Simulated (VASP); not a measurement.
# BN in VASP: further runs, part 2 of 2

VASP 6.6.1. The steps go on from the part before.

## 3. Phonons, PBE+D3(BJ)

This run uses another cell than the first one, of 7.12 Å³/atom.

The input, INCAR:

```
SYSTEM = BN
PREC = Accurate
ENCUT = 520
EDIFF = 1E-8
ISMEAR = 0
SIGMA = 0.01
LREAL = .FALSE.
LASPH = .TRUE.
NELM = 80
ALGO = Normal
ISIF = 2
LWAVE = .FALSE.
LCHARG = .TRUE.
GGA = PE
IVDW = 12
NBANDS = 11
IBRION = 6
NFREE = 2
POTIM = 0.015
NSW = 1
```

The input, KPOINTS:

```
Automatic mesh
0
G
  12 12 12
  0 0 0
```

The input, POSCAR:

```
BN
1.0
    2.4630441732      0.0022572339     -0.2341287642
   -1.2223560532      2.1383274881      0.2341136590
   -0.9807736472     -0.8613671125      2.7466194560
B N
1 1
Direct
    0.9942426666      0.9930261095     -0.0013452239
    0.6539063334      0.3228578905      0.9881502239
```

Potentials or basis: VASP PAW PBE potentials, release 64 (B, N).

Command:

```bash
$ cat potpaw_PBE.64/B/POTCAR potpaw_PBE.64/N/POTCAR > POTCAR
$ mpirun -np 1 vasp_std > vasp.out
```

OUTCAR:

```text
SYSTEM = BN
   PREC = Accurate
   ENCUT = 520
   EDIFF = 1E-8
   ISMEAR = 0
   LREAL = .FALSE.
   LASPH = .TRUE.
   NELM = 80
   ISIF = 2
   GGA = PE
   IVDW = 12
   IBRION = 6
   NFREE = 2
   POTIM = 0.015
   NSW = 1
 IVDW          = 12

 ion  position               nearest neighbor table
   1  0.994  0.993  0.999-   2 1.43   2 1.43   2 1.43
   2  0.654  0.323  0.988-   1 1.43   1 1.43   1 1.43

  LATTYP: Found a trigonal (rhomboedric) cell.
 ALAT       =     3.0410177055
 COS(alpha) =     0.6690338538

  Lattice vectors:

 A1 = (   0.2599144728,   1.2792176095,   2.7466043508)
 A2 = (  -0.9807736472,  -0.8613671125,   2.7466194560)
 A3 = (   1.4822705260,  -0.8591098786,   2.5124906918)

Analysis of symmetry for initial positions (statically):
=====================================================================
 Subroutine PRICEL returns:
 Original cell was already a primitive cell.

 Routine SETGRP: Setting up the symmetry group for a
 trigonal (rhombohedral) supercell.

 Subroutine GETGRP returns: Found  6 space group operations
 (whereof  1 operations were pure point group operations)
 out of a pool of 12 trial point group operations.

The static configuration has the point symmetry C_1 .
 The point group associated with its full space group is C_3v.

Analysis of symmetry for dynamics (positions and initial velocities):
=====================================================================
 Subroutine PRICEL returns:
 Original cell was already a primitive cell.

 Routine SETGRP: Setting up the symmetry group for a
 trigonal (rhombohedral) supercell.

 Subroutine GETGRP returns: Found  6 space group operations
 (whereof  1 operations were pure point group operations)
 out of a pool of 12 trial point group operations.
[... 315 lines left out ...]
  ext. energy  EPLUGINS =         0.00000000
  ---------------------------------------------------
  free energy    TOTEN  =       -17.33602656 eV

  energy without entropy =      -17.33602656  energy(sigma->0) =      -17.33602656

 E-fermi :   4.7009     XC(G=0): -11.5655

 val. band max:        4.6378308464   @ k =  -0.7500   0.2500   0.7500
 cond. band min:       8.1423454886   @ k =   0.5000   0.0000  -0.0000
 fundamental gap:      3.5045146421
 Fermi energy:         4.7008957452

 k-point     1 :       0.0000    0.0000    0.0000
  band No.  band energies     occupation
      1     -14.1179      2.00000
      2       1.9101      2.00000
      3       3.0134      2.00000
      4       3.3704      2.00000
      5      11.6950      0.00000
      6      16.1631      0.00000
      7      16.6447      0.00000
      8      17.9862      0.00000
      9      21.3388      0.00000
     10      31.5607      0.00000
     11      33.1592      0.00000
[... 309 lines left out ...]
 k-point    24 :       0.2500    0.2500   -0.0000
  band No.  band energies     occupation
      1     -10.4750      2.00000
      2      -3.4366      2.00000
      3      -1.4979      2.00000
      4       3.2114      2.00000
      5       9.9977      0.00000
      6      17.4786      0.00000
      7      19.3048      0.00000
      8      21.2146      0.00000
      9      24.3640      0.00000
     10      28.3309      0.00000
     11      31.2604      0.00000

 [... further k-points ...]

------------------------ aborting loop because EDIFF is reached ----------------------------------------

 Edisp (eV)   -0.36867

 E8    (eV) :    -0.1097
[... 25 lines left out ...]
  FREE ENERGIE OF THE ION-ELECTRON SYSTEM (eV)
  ---------------------------------------------------
  free  energy   TOTEN  =       -17.7046964717 eV

  energy  without entropy=      -17.7046964717  energy(sigma->0) =      -17.70469647

 INTERNAL STRAIN TENSORS FROM DISPLACED ATOMS
 ============================================

 INTERNAL STRAIN TENSOR FOR ION    1 for displacements in x,y,z  (eV/Angst):
          X           Y           Z          XY          YZ          ZX
  --------------------------------------------------------------------------------
  x     0.07059     0.00466    -0.31314    15.21976    -1.43398    -0.07105
  y    15.14699   -15.19063     0.18151    -0.12091    -1.71373    -1.43398
  z     1.24924    -0.39347    -3.35703    -1.43398     0.25428    -0.43871

 INTERNAL STRAIN TENSOR FOR ION    2 for displacements in x,y,z  (eV/Angst):
          X           Y           Z          XY          YZ          ZX
  --------------------------------------------------------------------------------
  x    -0.07114    -0.00540     0.31311   -15.21627     1.43360     0.07201
  y   -15.14304    15.18743    -0.18149     0.12097     1.71426     1.43360
  z    -1.25667     0.38561     3.35845     1.43360    -0.25472     0.43947

 Eigenvectors and eigenvalues of the dynamical matrix
 ----------------------------------------------------

   1 f  =   42.672207 THz   268.117387 2PiTHz 1423.391627 cm-1   176.477990 meV
             X         Y         Z           dx          dy          dz
      0.255578  1.265451  2.742625    -0.376678   -0.649897    0.000004
      0.246801 -0.159308  2.636560     0.331017    0.571117   -0.000004
[... 21 lines left out ...]
   6 f/i=    0.007494 THz     0.047085 2PiTHz    0.249967 cm-1     0.030992 meV
             X         Y         Z           dx          dy          dz
      0.255578  1.265451  2.742625     0.062431   -0.036181    0.656420
      0.246801 -0.159308  2.636560     0.070993   -0.041142    0.746440

 ELASTIC MODULI CONTR FROM IONIC RELAXATION (kBar)
 Direction    XX          YY          ZZ          XY          YZ          ZX
 --------------------------------------------------------------------------------
 XX        -573.6376    569.2350     16.7465      6.2371     62.9365     56.5700
 YY         569.2350   -573.6033     17.3852     -6.2048    -65.0797    -52.8722
 ZZ          16.7465     17.3852   -132.8232      0.5549      8.3191    -14.3546
 XY           6.2371     -6.2048      0.5549   -578.7224     54.3931      0.7743
 YZ          62.9365    -65.0797      8.3191     54.3931    -12.9377     -5.3573
 ZX          56.5700    -52.8722    -14.3546      0.7743     -5.3573     -6.8011
 --------------------------------------------------------------------------------
```

stdout:

```text
POSCAR found type information on POSCAR B N
 POSCAR found :  2 types and       2 ions
 scaLAPACK will be used
 LDA part: xc-table for (Slater+PW92), standard interpolation
 POSCAR, INCAR and KPOINTS ok, starting setup
 FFT: planning ... GRIDC
 FFT: planning ... GRID_SOFT
 FFT: planning ... GRID
 WAVECAR not read
 entering main loop
 Found     2 degrees of freedom:
 Finite differences POTIM= 0.01500 DOF=   2
 bond charge predicted
 Finite differences progress:
 bond charge predicted
 Finite differences progress:
 bond charge predicted
 Finite differences progress:
 bond charge predicted
 Finite differences progress:
```

Wall time 2.4 min (1 thread of AMD EPYC 9R45 (Zen 5), shared host); peak memory 0.29 GiB.

Results:

- Highest phonon frequency at Γ, LO-TO splitting left out: 1423 cm⁻¹
- Dispersion energy per atom: -0.184 eV

Phonon frequencies in cm⁻¹ (negative: imaginary):
```csv
q point,frequencies
"(0.000, 0.000, 0.000)",0 0 0 656 1423 1423
```

Caveat: the cell stands under pressure or tension, which shifts response properties.

## 4. Electric field gradients, PBE+D3(BJ)

This run uses another cell than the first one, of 8.96 Å³/atom.

The input, INCAR:

```
PREC = Accurate
ENCUT = 520
EDIFF = 1E-8
ISMEAR = 0
SIGMA = 0.01
LREAL = False
LASPH = True
NELM = 100
ALGO = Normal
ISIF = 2
LWAVE = False
LCHARG = False
GGA = PE
IVDW = 12
LEFG = True
NBANDS = 11
```

The input, KPOINTS:

```
regular mesh
0
Gamma
  12 12 12
```

The input, POSCAR:

```
BN
1.0
    2.4950430234      0.0021921650     -0.2351082271
   -1.2383183159      2.1660608111      0.2350929267
   -0.9368797252     -0.9052854192      3.3513133633
B N
1 1
Direct
    0.9910387840      0.9914237067     -0.0061515093
    0.6571102160      0.3244602933      0.9929565093
```

Potentials or basis: VASP PAW PBE potentials, release 64 (B, N).

Command:

```bash
$ cat potpaw_PBE.64/B/POTCAR potpaw_PBE.64/N/POTCAR > POTCAR
$ mpirun -np 1 vasp_std > vasp.out
```

OUTCAR:

```text
PREC = Accurate
   ENCUT = 520
   EDIFF = 1E-8
   ISMEAR = 0
   LREAL = False
   LASPH = True
   NELM = 100
   ISIF = 2
   GGA = PE
   IVDW = 12
 IVDW          = 12

 ion  position               nearest neighbor table
   1  0.991  0.991  0.994-   2 1.45   2 1.45   2 1.45
   2  0.657  0.324  0.993-   1 1.45   1 1.45   1 1.45

  LATTYP: Found a base centered monoclinic cell.
 ALAT       =     4.3406685582
 B/A-ratio  =     0.5773599268
 C/A-ratio  =     0.8291792350
 COS(beta)  =    -0.4036458222

  Lattice vectors:

 A1 = (  -1.2383183159,   2.1660608111,   0.2350929267)
 A2 = (  -2.4950430234,  -0.0021921650,   0.2351082271)
 A3 = (   1.5581632982,  -0.9030932542,   3.1162051362)

Analysis of symmetry for initial positions (statically):
=====================================================================
 Subroutine PRICEL returns:
 Original cell was already a primitive cell.

 Routine SETGRP: Setting up the symmetry group for a
 base centered monoclinic supercell.

 Subroutine GETGRP returns: Found  2 space group operations
 (whereof  1 operations were pure point group operations)
 out of a pool of  4 trial point group operations.

The static configuration has the point symmetry C_1 .
 The point group associated with its full space group is C_1h.

Analysis of symmetry for dynamics (positions and initial velocities):
=====================================================================
 Subroutine PRICEL returns:
 Original cell was already a primitive cell.

 Routine SETGRP: Setting up the symmetry group for a
 base centered monoclinic supercell.

 Subroutine GETGRP returns: Found  2 space group operations
 (whereof  1 operations were pure point group operations)
 out of a pool of  4 trial point group operations.

[... 486 lines left out ...]
      7      15.7951      0.00000
      8      19.0809      0.00000
      9      20.7628      0.00000
     10      23.7067      0.00000
     11      26.1840      0.00000

 [... further k-points ...]

------------------------ aborting loop because EDIFF is reached ----------------------------------------

 Edisp (eV)   -0.28479

 E8    (eV) :    -0.0835

  FORCE on cell =-STRESS in cart. coord.  units (eV):
  Direction    XX          YY          ZZ          XY          YZ          ZX
  --------------------------------------------------------------------------------------
  -------------------------------------------------------------------------------------
  Total       0.01940     0.01971    -0.01384     0.00027     0.00237    -0.00408
  in kB       1.73572     1.76350    -1.23825     0.02424     0.21192    -0.36540
  external pressure =        0.75 kB  Pullay stress =        0.00 kB

 VOLUME and BASIS-vectors are now :
 -----------------------------------------------------------------------------
  energy-cutoff  :      520.00
  volume of cell :       17.91
      direct lattice vectors                 reciprocal lattice vectors
     2.495043023  0.002192165 -0.235108227     0.417176232  0.219405677  0.175891852
    -1.238318316  2.166060811  0.235092927     0.011473134  0.454551829  0.125994810
    -0.936879725 -0.905285419  3.351313363     0.028461770 -0.016494381  0.301891534

 POSITION                                       TOTAL-FORCE (eV/Angst)
 -----------------------------------------------------------------------------------
      0.31387      1.24994      3.33077         0.000155     -0.000090      0.000168
      0.30745     -0.19467      3.24949        -0.000155      0.000090     -0.000168
 -----------------------------------------------------------------------------------
    total drift:                               -0.000116      0.000073     -0.000063

  FREE ENERGIE OF THE ION-ELECTRON SYSTEM (eV)
  ---------------------------------------------------
  free  energy   TOTEN  =       -17.8595917058 eV

  energy  without entropy=      -17.8595917058  energy(sigma->0) =      -17.85959171

 Electric field gradients (V/A^2)
---------------------------------------------------------------------
 ion       V_xx      V_yy      V_zz      V_xy      V_xz      V_yz
---------------------------------------------------------------------
   1     -16.951   -17.256    34.207    -0.266     4.866    -2.820
   2      -0.977    -0.994     1.971    -0.015     0.285    -0.166
---------------------------------------------------------------------

 Electric field gradients after diagonalization (V/A^2)
 (convention: |V_zz| > |V_xx| > |V_yy|)
----------------------------------------------------------------------
 ion       V_xx      V_yy      V_zz     asymmetry (V_yy - V_xx)/ V_zz
----------------------------------------------------------------------
   1     -17.410   -17.410    34.819       0.000
   2      -1.005    -1.003     2.007       0.001
----------------------------------------------------------------------

           NMR quadrupolar parameters

 Cq : quadrupolar parameter    Cq=e*Q*V_zz/h
 eta: asymmetry parameters     (V_yy - V_xx)/ V_zz
 Q  : nuclear electric quadrupole moment in mb (millibarn)
----------------------------------------------------------------------
 ion       Cq(MHz)       eta       Q (mb)
----------------------------------------------------------------------
   1       0.084       0.000       1.000
   2       0.005       0.001       1.000
----------------------------------------------------------------------
```

OSZICAR:

```text
N       E                     dE             d eps       ncg     rms          rms(c)
DAV:   1     0.130440919189E+02    0.13044E+02   -0.46556E+03 10691   0.687E+02
DAV:   2    -0.185754876167E+02   -0.31620E+02   -0.30284E+02 12383   0.160E+02
DAV:   3    -0.193364223474E+02   -0.76093E+00   -0.75982E+00 12881   0.229E+01
DAV:   4    -0.193386163903E+02   -0.21940E-02   -0.21940E-02 11432   0.136E+00
DAV:   5    -0.193386250484E+02   -0.86581E-05   -0.86581E-05 12778   0.765E-02    0.795E+00
DAV:   6    -0.177595314784E+02    0.15791E+01   -0.52054E+00 11861   0.127E+01    0.362E+00
DAV:   7    -0.176112873206E+02    0.14824E+00   -0.23671E-01 12464   0.366E+00    0.222E+00
DAV:   8    -0.175741085947E+02    0.37179E-01   -0.11224E-01 12756   0.206E+00    0.256E-01
DAV:   9    -0.175744126101E+02   -0.30402E-03   -0.26436E-03 11489   0.418E-01    0.139E-01
DAV:  10    -0.175747820798E+02   -0.36947E-03   -0.50663E-04 11819   0.164E-01    0.240E-02
DAV:  11    -0.175748055866E+02   -0.23507E-04   -0.50091E-05 12656   0.482E-02    0.209E-02
DAV:  12    -0.175748050483E+02    0.53832E-06   -0.94824E-06 11642   0.204E-02    0.179E-03
DAV:  13    -0.175748052894E+02   -0.24109E-06   -0.36853E-07 12586   0.531E-03    0.598E-04
DAV:  14    -0.175748053318E+02   -0.42374E-07   -0.19069E-08 11759   0.940E-04    0.505E-04
DAV:  15    -0.175748053307E+02    0.10920E-08   -0.20844E-10  6817   0.135E-04
   1 F= -.17859592E+02 E0= -.17859592E+02  d E =-.503123E-97
```

Run time: 51 s. Hardware: 1 thread of AMD EPYC 9R45 (Zen 5), shared host; peak memory 0.18 GiB.

What came out:

| Property | Result |
| --- | --- |
| Free energy | -17.8596 eV |
| Pressure | 0.1 GPa |
| Band gap on the k mesh | 4.22 eV (least direct gap 4.69 eV) |
| Largest electric field gradient by atom | B +34.8; N +2.0 V/Å² |
| Dispersion energy per atom | -0.142 eV |

Electric field gradients, principal values (V/Å²):
```csv
atom,least,middle,greatest (by size)
1 B,-17.410,-17.410,34.819
2 N,-1.003,-1.005,2.007
```

Caveat: without QUAD_EFG the Cq values of the log hold for a quadrupole moment of 1 mb, not for the nuclei. A k mesh can miss the band edges.
